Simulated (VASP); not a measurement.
Runs of VASP 6.6.1 on Mg2Si. The structure is that of space group Fm-3m (No. 225), or close to it. The cells are those of the table. 

```tsv
level	cell	k mesh	cutoff (eV)	gap on the mesh (eV)	pressure (GPa)
r2SCAN	a = 4.436 Å, angles 60.0°, 3 atoms	6 × 6 × 6	660	0.41	1.6
PBE	a = 4.588 Å, angles 60.0°, 3 atoms	6 × 6 × 6	600	0.27	-2.9
r2SCAN	a = 4.526 Å, angles 60.0°, 3 atoms	6 × 6 × 6	660	(b)	-1.9
PBE	a = 4.500 Å, angles 60.0°, 3 atoms	6 × 6 × 6	600	0.21	-0.1
PBE	a = 4.455 Å, angles 60.0°, 3 atoms	6 × 6 × 6	600	(a)	1.6
r2SCAN	a = 4.569 Å, angles 60.0°, 3 atoms	6 × 6 × 6	660	0.50	(c)
PBE	a = 4.408 Å, angles 60.0°, 3 atoms	6 × 6 × 6	600	0.13	3.7
r2SCAN	a = 4.482 Å, angles 60.0°, 3 atoms	8 × 8 × 8	660	(d)	-0.3
```

Alike in all rows: task single point; potentials or basis VASP PAW PBE potentials, release 64 (Mg, Si); no spin polarisation; smearing gaussian 0.01 eV.

**Question.** Fill in the values left out.

**Answer.** (a) 0.17; (b) 0.48; (c) -3.3; (d) 0.45.

Caveats: the PAW data sets were made with another functional, which shifts forces and pressure a little (at least some runs); the cell stands under tension (at least some runs); the cell stands under pressure (at least some runs).

A k mesh can miss the band edges.
